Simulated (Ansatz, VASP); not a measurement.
GaP: VASP beside Ansatz

INCAR

```
PREC = Accurate
ENCUT = 520
EDIFF = 1E-6
ISMEAR = 0
SIGMA = 0.05
LREAL = False
LASPH = True
NELM = 60
ALGO = Normal
ISIF = 2
LWAVE = False
LCHARG = True
GGA = PE
LELF = True
LVHAR = True
NBANDS = 16
```

KPOINTS

```
regular mesh
0
Gamma
  8 8 8
```

File POSCAR:

```
GaP
1.0
    0.0000000000      2.9432700000      2.8342600000
    2.9432700000      0.0000000000      2.8342600000
    2.9432700000      2.9432700000      0.0000000000
Ga P
1 1
Direct
    0.0000000000      0.0000000000      0.0000000000
    0.7500000000      0.7500000000      0.7500000000
```

Input for Ansatz:

```yaml
crystal:
  lattice:
    - [0.0, 2.94327, 2.83426]
    - [2.94327, 0.0, 2.83426]
    - [2.94327, 2.94327, 0.0]
  atoms:
    - { symbol: Ga, position: [0.0, 0.0, 0.0] }
    - { symbol: P, position: [0.75, 0.75, 0.75] }
basis:
  ecutwfc: 420
kpoints:
  mp_grid: { grid: [8, 8, 8] }
hamiltonian:
  xc: pbe
scf:
  occupations: { method: gaussian, width: 0.05 }
output:
  forces: true
  stress: true
  eigenvalues: true
```

Change from the starting cell: strain +0.080 along x and y, +0.040 along z, atoms carried along.

Alike in both runs: task single point; functional PBE; k mesh 8 × 8 × 8; occupations gaussian, width 0.05 eV; no spin polarisation.

|  | VASP | Ansatz |
| --- | --- | --- |
| version | VASP 6.6.1 | Ansatz 0.2.0 |
| potentials or method | VASP PAW PBE potentials, release 64 (Ga_d, P), cutoff 520 eV | scalar-relativistic, plane waves, PAW |
| valence electrons in the cell | 18 | 18 |

|  | VASP | Ansatz | Ansatz less VASP |
| --- | --- | --- | --- |
| gap on the k mesh at the Fermi level (eV) | 0.19 | 0.19 | +0.004 |
| least direct gap on the mesh (eV) | 0.19 | 0.19 | +0.004 |
| pressure (GPa) | -8.6 | -8.6 | +0.01 |
| traceless stress, the component that is largest in VASP (GPa) | 1.58 | 1.58 | +0.001 |

With one functional, cell and mesh, what is left measures potentials, basis and numerics.
